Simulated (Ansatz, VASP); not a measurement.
CdF2: VASP beside Ansatz

The input INCAR:

```
PREC = Accurate
ENCUT = 520
EDIFF = 1E-7
ISMEAR = 0
SIGMA = 0.05
LREAL = F
LASPH = T
NELM = 80
ALGO = Normal
ISIF = 2
LWAVE = F
LCHARG = F
GGA = B5
ALDAX = 1.0
AGGAX = 1.0
AGGAC = 1.0
ALDAC = 0.0
NBANDS = 20
```

The input KPOINTS:

```
Automatic mesh
0
Gamma
  8 8 8
```

File POSCAR:

```
CdF2
1.0
    0.0000000000      2.7290368226      2.7290368226
    2.7290368226      0.0000000000      2.7290368226
    2.7290368226      2.7290368226      0.0000000000
Cd F
1 2
Direct
    0.0000000000      0.0000000000      0.0000000000
    0.2500000000      0.2500000000      0.2500000000
    0.7500000000      0.7500000000      0.7500000000
```

Input for Ansatz:

```yaml
crystal:
  lattice:
    - [0.0, 2.7290368226, 2.7290368226]
    - [2.7290368226, 0.0, 2.7290368226]
    - [2.7290368226, 2.7290368226, 0.0]
  atoms:
    - { symbol: Cd, position: [0.0, 0.0, 0.0] }
    - { symbol: F, position: [0.25, 0.25, 0.25] }
    - { symbol: F, position: [0.75, 0.75, 0.75] }
basis:
  ecutwfc: 420
  ecutrho_ratio: 4
kpoints:
  mp_grid: { grid: [8, 8, 8] }
hamiltonian:
  xc: blyp
scf:
  occupations: { method: gaussian, width: 0.05 }
output:
  forces: true
  stress: true
  eigenvalues: true
```

Alike in both runs: task single point; functional BLYP; k mesh 8 × 8 × 8; occupations gaussian, width 0.05 eV; no spin polarisation.

```csv
,VASP,Ansatz
version,VASP 6.6.1,Ansatz 0.2.0
potentials or method,"VASP PAW PBE potentials, release 64 (Cd, F), cutoff 520 eV","scalar-relativistic, plane waves, PAW"
valence electrons in the cell,26,34
```

```tsv
	VASP	Ansatz	Ansatz less VASP
gap on the k mesh at the Fermi level (eV)	3.00	3.00	+0.003
least direct gap on the mesh (eV)	3.52	3.53	+0.007
pressure (GPa)	4.7	4.0	-0.65
```

VASP's potentials were made for PBE, not for BLYP. VASP's potentials hold 26 valence electrons a cell and Ansatz's 34, so a difference there can come from the potentials and not from the codes.
